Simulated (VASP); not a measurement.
# Ge (P-1) in VASP: single point with PBEsol

Aim: the single point of Ge with PBEsol.

Everything below comes from runs of VASP 6.6.1. Logs are shortened: lines on timing, memory, paths and dates and some standing lists are left out, and cuts for length are marked.

### Step 1. The cell of the first run

The typed cell holds 2 atoms: a = 3.884 Å, b = 3.884 Å, c = 3.884 Å, α = 97.40°, β = 97.46°, γ = 137.85°.

### Step 2. Single point, PBEsol (atoms moved at random)

Contents of INCAR:

```
ALGO = Normal
EDIFF = 1E-6
ENCUT = 520
GGA = PS
ISIF = 2
ISMEAR = 0
LASPH = T
LCHARG = T
LELF = T
LREAL = F
LVHAR = T
LWAVE = F
NBANDS = 21
NELM = 80
PREC = Accurate
SIGMA = 0.15
```

Contents of KPOINTS:

```
k-points
0
Gamma
  14 14 14
```

Contents of POSCAR:

```
Ge
1.0
   -2.5637634457      2.5621121131      1.3967991573
    2.5637634457     -2.5621121131      1.3967991573
    2.5637634457      2.5621121131     -1.3967991573
Ge
2
Direct
    0.1185403139      0.8556091264      0.2460879078
    0.8814596861      0.1443908736      0.7539120922
```

Potentials or basis: VASP PAW PBE potentials, release 64 (Ge_d).

On the command line:

```
> cat potpaw_PBE.64/Ge_d/POTCAR > POTCAR
> mpirun -np 1 vasp_std > vasp.out
```

OUTCAR:

```text
EDIFF = 1E-6
   ENCUT = 520
   GGA = PS
   ISIF = 2
   ISMEAR = 0
   LASPH = T
   LREAL = F
   NELM = 80
   PREC = Accurate

 ion  position               nearest neighbor table
   1  0.119  0.856  0.246-   2 2.56   2 2.63   2 2.72   2 2.73
   2  0.881  0.144  0.754-   1 2.56   1 2.63   1 2.72   1 2.73

  LATTYP: Found a body centered orthorhombic cell.
 ALAT       =     2.7935983146
 B/A-ratio  =     1.8342738107
 C/A-ratio  =     1.8354560370

  Lattice vectors:

 A1 = (  -2.5637634457,   2.5621121131,  -1.3967991573)
 A2 = (  -2.5637634457,  -2.5621121131,   1.3967991573)
 A3 = (   2.5637634457,   2.5621121131,   1.3967991573)

Analysis of symmetry for initial positions (statically):
=====================================================================
 Subroutine PRICEL returns:
 Original cell was already a primitive cell.

 Routine SETGRP: Setting up the symmetry group for a
 body centered orthorhombic supercell.

 Subroutine GETGRP returns: Found  2 space group operations
 (whereof  2 operations were pure point group operations)
 out of a pool of  8 trial point group operations.

The static configuration has the point symmetry S_2 .

Analysis of symmetry for dynamics (positions and initial velocities):
=====================================================================
 Subroutine PRICEL returns:
 Original cell was already a primitive cell.

 Routine SETGRP: Setting up the symmetry group for a
 body centered orthorhombic supercell.

 Subroutine GETGRP returns: Found  2 space group operations
 (whereof  2 operations were pure point group operations)
 out of a pool of  8 trial point group operations.

The dynamic configuration has the point symmetry S_2 .

 Subroutine INISYM returns: Found  2 space group operations
 (whereof  2 operations are pure point group operations),
 and found     1 'primitive' translations

----------------------------------------------------------------------------------------

                                     Primitive cell

  volume of cell :      36.7003

  direct lattice vectors                    reciprocal lattice vectors
    -2.563763446  2.562112113  1.396799157     0.000000000  0.195151491  0.357961270
     2.563763446 -2.562112113  1.396799157     0.195025793  0.000000000  0.357961270
     2.563763446  2.562112113 -1.396799157     0.195025793  0.195151491  0.000000000

  length of vectors
     3.884372455  3.884372455  3.884372455     0.407701331  0.407641179  0.275897018

  position of ions in fractional coordinates (direct lattice)
     0.118540314  0.855609126  0.246087908
     0.881459686  0.144390874  0.753912092

  ion indices of the primitive-cell ions
   primitive index   ion index
                 1           1
                 2           2

----------------------------------------------------------------------------------------

 KPOINTS: k-points

Automatic generation of k-mesh.
 Grid dimensions read from file:
 generate k-points for:   14   14   14

 Generating k-lattice:

  Cartesian coordinates                     Fractional coordinates (reciprocal lattice)
     0.000000000  0.013939392  0.025568662     0.071428571 -0.000000000  0.000000000
     0.013930414  0.000000000  0.025568662     0.000000000  0.071428571  0.000000000
     0.013930414  0.013939392  0.000000000     0.000000000 -0.000000000  0.071428571

  Length of vectors
     0.029121524  0.029117227  0.019706930

  Shift w.r.t. Gamma in fractional coordinates (k-lattice)
     0.000000000  0.000000000  0.000000000

 Subroutine IBZKPT returns following result:
 ===========================================

 Found   1376 irreducible k-points:

 Following reciprocal coordinates:
            Coordinates               Weight
  0.000000  0.000000  0.000000      1.000000
  0.071429  0.000000 -0.000000      2.000000
  0.000000  0.071429 -0.071429      2.000000
  0.142857  0.000000 -0.000000      2.000000
  0.000000  0.142857 -0.142857      2.000000
  0.214286  0.000000 -0.000000      2.000000
[... 16 lines left out ...]
  0.071429  0.142857 -0.214286      2.000000
 -0.000000 -0.214286  0.142857      2.000000
 [... further k-points ...]
   k-points           NKPTS =   1376   k-points in BZ     NKDIM =   1376   number of bands    NBANDS=     21
   number of dos      NEDOS =    301   number of ions     NIONS =      2
   total plane-waves  NPLWV =  27000
   dimension x,y,z NGX =    30 NGY =   30 NGZ =   30
   dimension x,y,z NGXF=    60 NGYF=   60 NGZF=   60
   ions per type =               2
   NGX,Y,Z   is equivalent  to a cutoff of  12.84, 12.84, 12.84 a.u.
   NGXF,Y,Z  is equivalent  to a cutoff of  25.68, 25.68, 25.68 a.u.
 SYSTEM =  unknown system
   PREC   = accura    normal or accurate (medium, high low for compatibility)
   ISTART =      0    job   : 0-new  1-cont  2-samecut
   ICHARG =      2    charge: 1-file 2-atom 10-const
   ISPIN  =      1    spin polarized calculation?
   LNONCOLLINEAR =      F non collinear calculations
   LSORBIT =      F    spin-orbit coupling
   LASPH  =      T    aspherical Exc in radial PAW
   ENCUT  =  520.0 eV  38.22 Ry    6.18 a.u.   7.22  7.22  7.22*2*pi/ulx,y,z
   NELM   =     80;   NELMIN=  2; NELMDL= -5     # of ELM steps
   EDIFF  = 0.1E-05   stopping-criterion for ELM
   LREAL  =      F    real-space projection
[... 7 lines left out ...]
   TEBEG  =    0.0;   TEEND  =   0.0 temperature during run
   PSTRESS=    0.0 pullay stress
   NELECT =      28.0000    total number of electrons
   NUPDOWN=      -1.0000    fix difference up-down
   EMIN   =  10.00;   EMAX   =-10.00  energy-range for DOS
   EFERMI =   0.00;   METHOD = LEGACY
   ISMEAR =     0;   SIGMA  =   0.15  broadening in eV -4-tet -1-fermi 0-gaus
   EFERMI_NEDOS =   21; number of points for ismear=-14 and -15
   IALGO  =     38    algorithm
   IMIX   =      4    mixing-type and parameters
     AMIX     =   0.40;   BMIX     =  1.00
     AMIX_MAG =   1.60;   BMIX_MAG =  1.00
  volume/ion in A,a.u.               =      18.35       123.83
  Fermi-wavevector in a.u.,A,eV,Ry     =   1.495906  2.826852 30.446210  2.237733
  Thomas-Fermi vector in A             =   2.607990
   LORBIT       =      0    0 simple, 1 ext, 2 COOP (PROOUT), +10 PAW based schemes
   GGA     = PS    functional components
   LHFCALC =     F    Hartree Fock is set to
   AEXX    =    0.0000 exact exchange contribution
   IVDW    =     0    specifies the selected vdW correction
   LEPSILON=     F    determine dielectric tensor
   LRPA    =     F    only Hartree local field effects (RPA)
 non-spin polarized calculation
 Gauss-broadening in eV      SIGMA  =   0.15
  energy-cutoff  :      520.00
  volume of cell :       36.70
 maximum number of plane-waves:      1013
 NGX is ok and might be reduce to    30
   NGX = 15   NGY = 15   NGZ = 15

 number of electron      28.0000001 magnetization

 Free energy of the ion-electron system (eV)
  ---------------------------------------------------
  ext. energy  EPLUGINS =         0.00000000
  ---------------------------------------------------
  free energy    TOTEN  =        -9.51531405 eV

  energy without entropy =       -9.50503307  energy(sigma->0) =       -9.51017356

 E-fermi :   6.7410     XC(G=0): -11.5148

 val. band max:        6.7395059517   @ k =   0.0714   0.3571  -0.2143
 cond. band min:       6.7479889362   @ k =  -0.0000   0.2143   0.4286
 fundamental gap:      0.0084829844
 Fermi energy:         6.7409755237

 k-point     1 :       0.0000    0.0000    0.0000
  band No.  band energies     occupation
      1     -17.9284      2.00000
      2     -17.8746      2.00000
      3     -17.8471      2.00000
      4     -17.8421      2.00000
      5     -17.7436      2.00000
      6     -17.7343      2.00000
[... 13 lines left out ...]
     20      18.4188      0.00000
     21      19.3480      0.00000

 k-point     2 :       0.0714    0.0000   -0.0000
  band No.  band energies     occupation
      1     -17.9263      2.00000
      2     -17.8679      2.00000
      3     -17.8443      2.00000
      4     -17.8339      2.00000
      5     -17.7475      2.00000
      6     -17.7395      2.00000
[... 13 lines left out ...]
     20      18.4160      0.00000
     21      19.2988      0.00000

 k-point     3 :       0.0000    0.0714   -0.0714
  band No.  band energies     occupation
      1     -17.9264      2.00000
      2     -17.8683      2.00000
      3     -17.8444      2.00000
      4     -17.8338      2.00000
      5     -17.7464      2.00000
      6     -17.7397      2.00000
[... 13 lines left out ...]
     20      18.4577      0.00000
     21      19.3005      0.00000

 k-point     4 :       0.1429    0.0000   -0.0000
  band No.  band energies     occupation
      1     -17.9201      2.00000
      2     -17.8498      2.00000
      3     -17.8366      2.00000
      4     -17.8143      2.00000
      5     -17.7576      2.00000
      6     -17.7467      2.00000
[... 13 lines left out ...]
     20      17.2991      0.00000
     21      17.7722      0.00000

 k-point     5 :       0.0000    0.1429   -0.1429
  band No.  band energies     occupation
      1     -17.9206      2.00000
      2     -17.8514      2.00000
      3     -17.8371      2.00000
      4     -17.8131      2.00000
      5     -17.7562      2.00000
      6     -17.7465      2.00000
[... 13 lines left out ...]
     20      17.3158      0.00000
     21      17.7655      0.00000
[... 382 lines left out ...]
     20      17.2525      0.00000
     21      17.6577      0.00000

 k-point    22 :       0.1429    0.0714   -0.0000
  band No.  band energies     occupation
      1     -17.9134      2.00000
      2     -17.8298      2.00000
      3     -17.8244      2.00000
      4     -17.7919      2.00000
      5     -17.7743      2.00000
      6     -17.7449      2.00000
[... 13 lines left out ...]
     20      16.1596      0.00000
     21      16.8359      0.00000

 k-point    23 :       0.0714    0.1429   -0.2143
  band No.  band energies     occupation
      1     -17.9155      2.00000
      2     -17.8306      2.00000
      3     -17.8294      2.00000
      4     -17.7854      2.00000
      5     -17.7696      2.00000
      6     -17.7535      2.00000
[... 13 lines left out ...]
     20      16.0979      0.00000
     21      16.8419      0.00000

 k-point    24 :      -0.0000   -0.2143    0.1429
  band No.  band energies     occupation
      1     -17.9144      2.00000
      2     -17.8308      2.00000
      3     -17.8271      2.00000
      4     -17.7885      2.00000
      5     -17.7697      2.00000
      6     -17.7543      2.00000
[... 13 lines left out ...]
     20      16.1433      0.00000
     21      16.8395      0.00000

 [... further k-points ...]

------------------------ aborting loop because EDIFF is reached ----------------------------------------

  FORCE on cell =-STRESS in cart. coord.  units (eV):
  Direction    XX          YY          ZZ          XY          YZ          ZX
  --------------------------------------------------------------------------------------
  -------------------------------------------------------------------------------------
  Total        0.2429303     -0.2604807      0.2242847      0.0076181      0.0569778      0.1232233
  in kB       10.6052840    -11.3714584      9.7912963      0.3325725      2.4874032      5.3793933
  external PRESSURE =       3.0083740 kB  Pullay stress =       0.0000000 kB

 VOLUME and BASIS-vectors are now :
 -----------------------------------------------------------------------------
  energy-cutoff  :      520.00
  volume of cell :       36.70
      direct lattice vectors                 reciprocal lattice vectors
    -2.563763446  2.562112113  1.396799157     0.000000000  0.195151491  0.357961270
     2.563763446 -2.562112113  1.396799157     0.195025793  0.000000000  0.357961270
     2.563763446  2.562112113 -1.396799157     0.195025793  0.195151491  0.000000000

 POSITION                                       TOTAL-FORCE (eV/Angst)
 -----------------------------------------------------------------------------------
      2.52058     -1.25795      1.01696         0.391329     -0.154022      0.060453
      0.04318      3.82006      0.37984        -0.391329      0.154022     -0.060453
 -----------------------------------------------------------------------------------
    total drift:                                0.000000     -0.000000      0.000000

  FREE ENERGIE OF THE ION-ELECTRON SYSTEM (eV)
  ---------------------------------------------------
  free  energy   TOTEN  =        -9.5153140454 eV

  energy  without entropy=       -9.5050330722  energy(sigma->0) =       -9.51017356
```

Run time: 5.7 min. Hardware: 1 thread of AMD EPYC 9R45 (Zen 5), shared host; peak memory 0.82 GiB.

Results:

```
Free energy            : -9.5153 eV
Pressure               : 0.3 GPa
Largest force          : 0.425 eV/Å
Band gap on the k mesh : zero (bands 14 and 15 overlap by 5.12 eV)
```

Forces in eV/Å, atoms in the order of the input:
```
Ge   0.391 -0.154  0.060
Ge  -0.391  0.154 -0.060
```

Caveat: the cell differs from its parent crystal (atoms moved at random); the PAW data sets were made with another functional, which shifts forces and pressure a little.
